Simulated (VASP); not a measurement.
# Al (Im-3m) in VASP: further runs

The runs below take Al through single point, with PBEsol.

All numbers are computed with VASP 6.6.1; they aren't measurements. Logs are shortened: lines on timing, memory, paths and dates and some standing lists are left out, and cuts for length are marked.

## Step 1: The cell of the first run

It takes space group Im-3m (No. 229, cubic). Conventional cell: a = 3.192 Å, b = 3.192 Å, c = 3.192 Å, α = 90.00°, β = 90.00°, γ = 90.00°. Within 3.6 Å of Al (site symmetry m-3m) lie 14 Al at 2.76 to 3.19 Å.

This isn't the form of Al at room conditions, which is fcc.

## Step 2: Single point, PBEsol

File INCAR:

```
ALGO = Normal
EDIFF = 1E-6
ENCUT = 500
GGA = PS
GGA_COMPAT = False
ISIF = 2
ISMEAR = 0
LASPH = True
LCHARG = False
LREAL = False
LWAVE = False
NBANDS = 8
NELM = 120
PREC = Accurate
SIGMA = 0.1
```

File KPOINTS:

```
k-points
0
Gamma
  19 19 19
```

File POSCAR:

```
Al
1.0
   -1.5960530067      1.5960530067      1.5960530067
    1.5960530067     -1.5960530067      1.5960530067
    1.5960530067      1.5960530067     -1.5960530067
Al
1
Direct
    0.0000000000      0.0000000000      0.0000000000
```

Potentials or basis: VASP PAW PBE potentials, release 64 (Al).

Launch:

```bash
$ cat potpaw_PBE.64/Al/POTCAR > POTCAR
$ mpirun -np 1 vasp_std > vasp.out
```

OUTCAR:

```text
EDIFF = 1E-6
   ENCUT = 500
   GGA = PS
   ISIF = 2
   ISMEAR = 0
   LASPH = True
   LREAL = False
   NELM = 120
   PREC = Accurate

 ion  position               nearest neighbor table
   1  0.000  0.000  0.000-

  LATTYP: Found a body centered cubic cell.
 ALAT       =     3.1921060134

  Lattice vectors:

 A1 = (  -1.5960530067,   1.5960530067,   1.5960530067)
 A2 = (   1.5960530067,  -1.5960530067,   1.5960530067)
 A3 = (   1.5960530067,   1.5960530067,  -1.5960530067)

Analysis of symmetry for initial positions (statically):
=====================================================================
 Subroutine PRICEL returns:
 Original cell was already a primitive cell.

 Routine SETGRP: Setting up the symmetry group for a
 body centered cubic supercell.

 Subroutine GETGRP returns: Found 48 space group operations
 (whereof 48 operations were pure point group operations)
 out of a pool of 48 trial point group operations.

The static configuration has the point symmetry O_h .

Analysis of symmetry for dynamics (positions and initial velocities):
=====================================================================
 Subroutine PRICEL returns:
 Original cell was already a primitive cell.

 Routine SETGRP: Setting up the symmetry group for a
 body centered cubic supercell.

 Subroutine GETGRP returns: Found 48 space group operations
 (whereof 48 operations were pure point group operations)
 out of a pool of 48 trial point group operations.

The dynamic configuration has the point symmetry O_h .

 Subroutine INISYM returns: Found 48 space group operations
 (whereof 48 operations are pure point group operations),
 and found     1 'primitive' translations

----------------------------------------------------------------------------------------

                                     Primitive cell

  volume of cell :      16.2630

  direct lattice vectors                    reciprocal lattice vectors
    -1.596053007  1.596053007  1.596053007     0.000000000  0.313272804  0.313272804
     1.596053007 -1.596053007  1.596053007     0.313272804  0.000000000  0.313272804
     1.596053007  1.596053007 -1.596053007     0.313272804  0.313272804  0.000000000

  length of vectors
     2.764444899  2.764444899  2.764444899     0.443034647  0.443034647  0.443034647

  position of ions in fractional coordinates (direct lattice)
     0.000000000  0.000000000  0.000000000

  ion indices of the primitive-cell ions
   primitive index   ion index
[... 75 lines left out ...]
   EDIFFG = 0.1E-04   stopping-criterion for IOM
   NSW    =      0    number of steps for IOM
   IBRION =     -1    ionic relax: 0-MD 1-quasi-New 2-CG
   NFREE  =      0    steps in history (QN), initial steepest desc. (CG)
   ISIF   =      2    stress and relaxation
   ISYM   =      2    0-nonsym 1-usesym 2-fastsym
   POTIM  = 0.5000    time-step for ionic-motion
   TEBEG  =    0.0;   TEEND  =   0.0 temperature during run
   PSTRESS=    0.0 pullay stress
   NELECT =       3.0000    total number of electrons
   NUPDOWN=      -1.0000    fix difference up-down
   EMIN   =  10.00;   EMAX   =-10.00  energy-range for DOS
   EFERMI =   0.00;   METHOD = LEGACY
   ISMEAR =     0;   SIGMA  =   0.10  broadening in eV -4-tet -1-fermi 0-gaus
   EFERMI_NEDOS =   21; number of points for ismear=-14 and -15
   IALGO  =     38    algorithm
   IMIX   =      4    mixing-type and parameters
     AMIX     =   0.40;   BMIX     =  1.00
     AMIX_MAG =   1.60;   BMIX_MAG =  1.00
  volume/ion in A,a.u.               =      16.26       109.75
  Fermi-wavevector in a.u.,A,eV,Ry     =   0.931926  1.761084 11.816462  0.868485
  Thomas-Fermi vector in A             =   2.058470
   LORBIT       =      0    0 simple, 1 ext, 2 COOP (PROOUT), +10 PAW based schemes
   GGA     = PS    functional components
   LHFCALC =     F    Hartree Fock is set to
   AEXX    =    0.0000 exact exchange contribution
   IVDW    =     0    specifies the selected vdW correction
   LEPSILON=     F    determine dielectric tensor
   LRPA    =     F    only Hartree local field effects (RPA)
 non-spin polarized calculation
 Gauss-broadening in eV      SIGMA  =   0.10
  energy-cutoff  :      500.00
  volume of cell :       16.26
 maximum number of plane-waves:       424
   NGX =  9   NGY =  9   NGZ =  9

 number of electron       3.0000000 magnetization

 Free energy of the ion-electron system (eV)
  ---------------------------------------------------
  ext. energy  EPLUGINS =         0.00000000
  ---------------------------------------------------
  free energy    TOTEN  =        -3.99383468 eV

  energy without entropy =       -3.99153750  energy(sigma->0) =       -3.99268609

 E-fermi :   8.1335     XC(G=0): -10.3135

 val. band max:        8.1304196014   @ k =  -0.4211  -0.4211   0.2632
 cond. band min:       8.1460651573   @ k =  -0.3684   0.3684   0.0526
 fundamental gap:      0.0156455559
 Fermi energy:         8.1334638853

 k-point     1 :       0.0000    0.0000    0.0000
  band No.  band energies     occupation
      1      -3.1240      2.00000
      2      21.4331      0.00000
      3      21.4331      0.00000
      4      21.4331      0.00000
      5      22.9950      0.00000
      6      22.9950      0.00000
      7      22.9950      0.00000
      8      24.5010      0.00000
[... 243 lines left out ...]
 k-point    24 :       0.3158    0.1053    0.0000
  band No.  band energies     occupation
      1       1.0006      2.00000
      2       8.2923      0.02473
      3      13.8475      0.00000
      4      16.5968      0.00000
      5      19.9332      0.00000
      6      22.4174      0.00000
      7      25.6905      0.00000
      8      29.5228      0.00000

 [... further k-points ...]

------------------------ aborting loop because EDIFF is reached ----------------------------------------

  FORCE on cell =-STRESS in cart. coord.  units (eV):
  Direction    XX          YY          ZZ          XY          YZ          ZX
  --------------------------------------------------------------------------------------
  -------------------------------------------------------------------------------------
  Total        0.1630930      0.1630930      0.1630930      0.0000000      0.0000000      0.0000000
  in kB       16.0673374     16.0673374     16.0673374      0.0000000      0.0000000      0.0000000
  external PRESSURE =      16.0673374 kB  Pullay stress =       0.0000000 kB

 VOLUME and BASIS-vectors are now :
 -----------------------------------------------------------------------------
  energy-cutoff  :      500.00
  volume of cell :       16.26
      direct lattice vectors                 reciprocal lattice vectors
    -1.596053007  1.596053007  1.596053007     0.000000000  0.313272804  0.313272804
     1.596053007 -1.596053007  1.596053007     0.313272804  0.000000000  0.313272804
     1.596053007  1.596053007 -1.596053007     0.313272804  0.313272804  0.000000000

 POSITION                                       TOTAL-FORCE (eV/Angst)
 -----------------------------------------------------------------------------------
      0.00000      0.00000      0.00000        -0.000000     -0.000000      0.000000
 -----------------------------------------------------------------------------------
    total drift:                                0.000000      0.000000      0.000000

  FREE ENERGIE OF THE ION-ELECTRON SYSTEM (eV)
  ---------------------------------------------------
  free  energy   TOTEN  =        -3.9938346794 eV

  energy  without entropy=       -3.9915374958  energy(sigma->0) =       -3.99268609
```

OSZICAR:

```text
N       E                     dE             d eps       ncg     rms          rms(c)
DAV:   1    -0.274236646088E+01   -0.27424E+01   -0.85180E+02  3544   0.198E+02
DAV:   2    -0.401789012753E+01   -0.12755E+01   -0.12322E+01  4984   0.182E+01
DAV:   3    -0.402351139497E+01   -0.56213E-02   -0.56098E-02  4240   0.135E+00
DAV:   4    -0.402352734074E+01   -0.15946E-04   -0.15945E-04  5232   0.665E-02
DAV:   5    -0.402352739794E+01   -0.57195E-07   -0.57640E-07  4320   0.277E-03    0.137E+00
DAV:   6    -0.400559916857E+01    0.17928E-01   -0.26437E-03  3968   0.205E-01    0.769E-01
DAV:   7    -0.399385204525E+01    0.11747E-01   -0.70307E-03  4048   0.323E-01    0.164E-01
DAV:   8    -0.399383530408E+01    0.16741E-04   -0.30151E-05  4888   0.369E-02    0.926E-03
DAV:   9    -0.399383467936E+01    0.62473E-06   -0.33945E-07  4240   0.281E-03
   1 F= -.39938347E+01 E0= -.39926861E+01  d E =-.229718E-02
```

Run time: 12 s. Hardware: 1 thread of Intel Xeon Platinum 8259CL at 2.50GHz (Skylake/Cascade Lake), shared host; peak memory 0.13 GiB.

Results:

```
Free energy            : -3.9938 eV
Pressure               : 1.6 GPa
Band gap on the k mesh : zero (an odd number of electrons rules out a gap without spin polarisation)
```

Caveat: the PAW data sets were made with another functional, which shifts forces and pressure a little.

## Step 3: Single point, PBEsol

This run uses another cell than the first one, of 16.59 Å³/atom.

File INCAR:

```
PREC = Accurate
ENCUT = 500
EDIFF = 1E-6
ISMEAR = 0
SIGMA = 0.1
LREAL = False
LASPH = True
NELM = 120
ALGO = Normal
ISIF = 2
LWAVE = False
LCHARG = False
GGA = PS
NBANDS = 8
GGA_COMPAT = False
```

File KPOINTS:

```
Automatic mesh
0
Gamma
  19 19 19
```

File POSCAR:

```
Al
1.0
   -1.6068374758      1.6068374758      1.6068374758
    1.6068374758     -1.6068374758      1.6068374758
    1.6068374758      1.6068374758     -1.6068374758
Al
1
Direct
    0.0000000000      0.0000000000      0.0000000000
```

Potentials or basis: VASP PAW PBE potentials, release 64 (Al).

Launch:

```bash
$ cat potpaw_PBE.64/Al/POTCAR > POTCAR
$ mpirun -np 1 vasp_std > vasp.out
```

Wall time 11 s (1 thread of Intel Xeon Platinum 8259CL at 2.50GHz (Skylake/Cascade Lake), shared host); peak memory 0.13 GiB.

The run converged. Its results:

* Free energy: -3.9955 eV
* Pressure: 0.0 GPa
* Band gap on the k mesh: zero (an odd number of electrons rules out a gap without spin polarisation)

Levels at points of the mesh, in eV from the Fermi level:
```
           k point  band 1  band 2  band 3  band 4  band 5
(0.00, 0.00, 0.00)  -11.11   13.18   13.18   13.18   14.57
```

Caveat: the PAW data sets were made with another functional, which shifts forces and pressure a little.

## Step 4: Single point, PBEsol

This run uses another cell than the first one, of 16.93 Å³/atom.

INCAR is that of step 3.

KPOINTS is that of step 3.

File POSCAR:

```
Al
1.0
   -1.6174790937      1.6174790937      1.6174790937
    1.6174790937     -1.6174790937      1.6174790937
    1.6174790937      1.6174790937     -1.6174790937
Al
1
Direct
    0.0000000000      0.0000000000      0.0000000000
```

Launch:

```bash
$ cat potpaw_PBE.64/Al/POTCAR > POTCAR
$ mpirun -np 1 vasp_std > vasp.out
```

Wall time 11 s (1 thread of Intel Xeon Platinum 8259CL at 2.50GHz (Skylake/Cascade Lake), shared host); peak memory 0.13 GiB.

It converged, with:

```yaml
Free_energy: -3.9942 eV
Pressure: -1.4 GPa
Band_gap_on_the_k_mesh: zero (an odd number of electrons rules out a gap without spin polarisation)
```

Levels at points of the mesh, in eV from the Fermi level:
```tsv
k point	band 1	band 2	band 3	band 4	band 5	band 6
(0.00, 0.00, 0.00)	-10.97	13.07	13.07	13.07	14.29	14.29
```

Caveat: the PAW data sets were made with another functional, which shifts forces and pressure a little.

## Step 5: The runs side by side

| cell | gap on the mesh (eV) | pressure (GPa) |
| --- | --- | --- |
| a = 2.764 Å, angles 109.5°, 1 atom | none | 1.6 |
| a = 2.783 Å, angles 109.5°, 1 atom | none | 0.0 |
| a = 2.802 Å, angles 109.5°, 1 atom | none | -1.4 |

Alike in all rows: task single point; level PBEsol; potentials or basis VASP PAW PBE potentials, release 64 (Al); no spin polarisation; k mesh 19 × 19 × 19; cutoff (eV) 500; smearing gaussian 0.1 eV.

Caveats: the PAW data sets were made with another functional, which shifts forces and pressure a little.

Absolute energies hang on the potentials; compare differences alone.
